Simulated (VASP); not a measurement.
# SiC (F-43m) in VASP: notebook, part 2 of 2

VASP 6.6.1.

**4. Single point, PBE**

Contents of INCAR:

```
SYSTEM = SiC
ALGO     = Normal         ! electronic algorithm
EDIFF    = 1E-7           ! SCF threshold, eV
ENCUT    = 520            ! plane-wave cutoff, eV
GGA      = PE             ! functional
ISIF     = 2              ! what is computed and relaxed
ISMEAR   = -1             ! smearing method
LASPH    = .TRUE.         ! aspherical terms in the spheres
LCHARG   = .FALSE.        ! write CHGCAR
LREAL    = .FALSE.        ! projectors in reciprocal space
LWAVE    = .FALSE.        ! write WAVECAR
NBANDS   = 11             ! bands
NELM     = 80             ! most SCF steps
PREC     = Accurate       ! precision mode
SIGMA    = 0.02           ! smearing width, eV
```

Contents of KPOINTS:

```
k-points
0
G
  10 10 10
  0 0 0
```

Contents of POSCAR:

```
SiC
1.0
    0.0000000000      2.1780523469      2.1780523469
    2.1780523469      0.0000000000      2.1780523469
    2.1780523469      2.1780523469      0.0000000000
Si C
1 1
Direct
    0.0000000000      0.0000000000      0.0000000000
    0.2500000000      0.2500000000      0.2500000000
```

Potentials or basis: VASP PAW PBE potentials, release 64 (Si, C).

The run is started by

```sh
> cat potpaw_PBE.64/Si/POTCAR potpaw_PBE.64/C/POTCAR > POTCAR
> mpirun -np 1 vasp_std > vasp.out
```

OUTCAR:

```text
SYSTEM = SiC
   EDIFF = 1E-7
   ENCUT = 520
   GGA = PE
   ISIF = 2
   ISMEAR = -1
   LASPH = .TRUE.
   LREAL = .FALSE.
   NELM = 80
   PREC = Accurate

 ion  position               nearest neighbor table
   1  0.000  0.000  0.000-   2 1.89   2 1.89   2 1.89   2 1.89
   2  0.250  0.250  0.250-   1 1.89   1 1.89   1 1.89   1 1.89

  LATTYP: Found a face centered cubic cell.
 ALAT       =     4.3561046938

  Lattice vectors:

 A1 = (   0.0000000000,   2.1780523469,   2.1780523469)
 A2 = (   2.1780523469,   0.0000000000,   2.1780523469)
 A3 = (   2.1780523469,   2.1780523469,   0.0000000000)

Analysis of symmetry for initial positions (statically):
=====================================================================
 Subroutine PRICEL returns:
 Original cell was already a primitive cell.

 Routine SETGRP: Setting up the symmetry group for a
 face centered cubic supercell.

 Subroutine GETGRP returns: Found 24 space group operations
 (whereof 24 operations were pure point group operations)
 out of a pool of 48 trial point group operations.

The static configuration has the point symmetry T_d .

Analysis of symmetry for dynamics (positions and initial velocities):
=====================================================================
 Subroutine PRICEL returns:
 Original cell was already a primitive cell.

 Routine SETGRP: Setting up the symmetry group for a
 face centered cubic supercell.

 Subroutine GETGRP returns: Found 24 space group operations
 (whereof 24 operations were pure point group operations)
 out of a pool of 48 trial point group operations.

The dynamic configuration has the point symmetry T_d .

 Subroutine INISYM returns: Found 24 space group operations
 (whereof 24 operations are pure point group operations),
 and found     1 'primitive' translations

----------------------------------------------------------------------------------------

                                     Primitive cell

  volume of cell :      20.6650

[... 109 lines left out ...]
  volume/ion in A,a.u.               =      10.33        69.73
  Fermi-wavevector in a.u.,A,eV,Ry     =   1.193145  2.254717 19.369182  1.423595
  Thomas-Fermi vector in A             =   2.329166
   LORBIT       =      0    0 simple, 1 ext, 2 COOP (PROOUT), +10 PAW based schemes
   GGA     = PE    functional components
   LHFCALC =     F    Hartree Fock is set to
   AEXX    =    0.0000 exact exchange contribution
   IVDW    =     0    specifies the selected vdW correction
   LEPSILON=     F    determine dielectric tensor
   LRPA    =     F    only Hartree local field effects (RPA)
 non-spin polarized calculation
  energy-cutoff  :      520.00
  volume of cell :       20.66
 maximum number of plane-waves:       568
   NGX = 11   NGY = 11   NGZ = 11

 number of electron       8.0000001 magnetization

 Free energy of the ion-electron system (eV)
  ---------------------------------------------------
  ext. energy  EPLUGINS =         0.00000000
  ---------------------------------------------------
  free energy    TOTEN  =       -15.05714111 eV

  energy without entropy =      -15.05714111  energy(sigma->0) =      -15.05714111

 E-fermi :   8.5709     XC(G=0): -11.3619

 val. band max:        8.1216041161   @ k =   0.0000   0.0000   0.0000
 cond. band min:       9.4773588893   @ k =   0.5000   0.5000   0.0000
 fundamental gap:      1.3557547732
 Fermi energy:         8.5708734322

 k-point     1 :       0.0000    0.0000    0.0000
  band No.  band energies     occupation
      1      -7.2919      2.00000
      2       8.1216      2.00000
      3       8.1216      2.00000
      4       8.1216      2.00000
      5      14.3709      0.00000
      6      15.4381      0.00000
      7      15.4381      0.00000
      8      15.4381      0.00000
      9      22.6358      0.00000
     10      22.6358      0.00000
     11      24.6227      0.00000
[... 309 lines left out ...]
 k-point    24 :       0.4000    0.3000    0.0000
  band No.  band energies     occupation
      1      -4.1474      2.00000
      2       2.5402      2.00000
      3       4.9679      2.00000
      4       5.4951      2.00000
      5      10.9924      0.00000
      6      13.7517      0.00000
      7      19.7579      0.00000
      8      20.0664      0.00000
      9      21.9060      0.00000
     10      26.2108      0.00000
     11      29.4019      0.00000

 [... further k-points ...]
[... 5 lines left out ...]
  --------------------------------------------------------------------------------------
  -------------------------------------------------------------------------------------
  Total        0.4521817      0.4521817      0.4521817      0.0000000     -0.0000000     -0.0000000
  in kB       35.0581189     35.0581189     35.0581189      0.0000000     -0.0000000     -0.0000000
  external PRESSURE =      35.0581189 kB  Pullay stress =       0.0000000 kB

 VOLUME and BASIS-vectors are now :
 -----------------------------------------------------------------------------
  energy-cutoff  :      520.00
  volume of cell :       20.66
      direct lattice vectors                 reciprocal lattice vectors
     0.000000000  2.178052347  2.178052347    -0.229562894  0.229562894  0.229562894
     2.178052347  0.000000000  2.178052347     0.229562894 -0.229562894  0.229562894
     2.178052347  2.178052347  0.000000000     0.229562894  0.229562894 -0.229562894

 POSITION                                       TOTAL-FORCE (eV/Angst)
 -----------------------------------------------------------------------------------
      0.00000      0.00000      0.00000         0.000000      0.000000      0.000000
      1.08903      1.08903      1.08903        -0.000000     -0.000000     -0.000000
 -----------------------------------------------------------------------------------
    total drift:                                0.000000      0.000000      0.000000

  FREE ENERGIE OF THE ION-ELECTRON SYSTEM (eV)
  ---------------------------------------------------
  free  energy   TOTEN  =       -15.0571411145 eV

  energy  without entropy=      -15.0571411145  energy(sigma->0) =      -15.05714111
```

stdout:

```text
POSCAR found type information on POSCAR SiC
 POSCAR found :  2 types and       2 ions
 scaLAPACK will be used
 LDA part: xc-table for (Slater+PW92), standard interpolation
 POSCAR, INCAR and KPOINTS ok, starting setup
 FFT: planning ... GRIDC
 FFT: planning ... GRID_SOFT
 FFT: planning ... GRID
 WAVECAR not read
 entering main loop
```

Run time: 5.5 s. Hardware: 1 thread of Intel Xeon Platinum 8488C (Sapphire Rapids), shared host; peak memory 0.13 GiB.

Results:

| Item | Value |
| --- | --- |
| Free energy | -15.0571 eV |
| Pressure | 3.5 GPa |
| Band gap on the k mesh | 1.36 eV, indirect (least direct gap 4.54 eV) |

Levels at points of the mesh, in eV from the valence-band top:
| k point | band 2 | band 3 | band 4 | band 5 | band 6 | band 7 |
| --- | --- | --- | --- | --- | --- | --- |
| (0.00, 0.00, 0.00) | 0.00 | 0.00 | 0.00 | 6.25 | 7.32 | 7.32 |
| (0.50, 0.00, 0.00) | -8.54 | -1.05 | -1.05 | 5.45 | 7.23 | 7.23 |
| (0.50, 0.50, 0.00) | -7.80 | -3.19 | -3.19 | 1.36 | 4.33 | 14.05 |

**5. The runs side by side**

```csv
cell,k mesh,smearing,gap on the mesh (eV),pressure (GPa)
"a = 3.080 Å, angles 60.0°, 2 atoms",6 × 6 × 6,gaussian 0.01 eV,1.35,3.5
"a = 3.097 Å, angles 60.0°, 2 atoms",10 × 10 × 10,fermi-dirac 0.02 eV,1.37,0.0
"a = 3.080 Å, angles 60.0°, 2 atoms",10 × 10 × 10,fermi-dirac 0.02 eV,1.36,3.5
```

Alike in all rows: task single point; level PBE; potentials or basis VASP PAW PBE potentials, release 64 (Si, C); no spin polarisation; cutoff (eV) 520.

Total energies depend on the potentials used, so only differences within one code and one set of settings carry meaning.
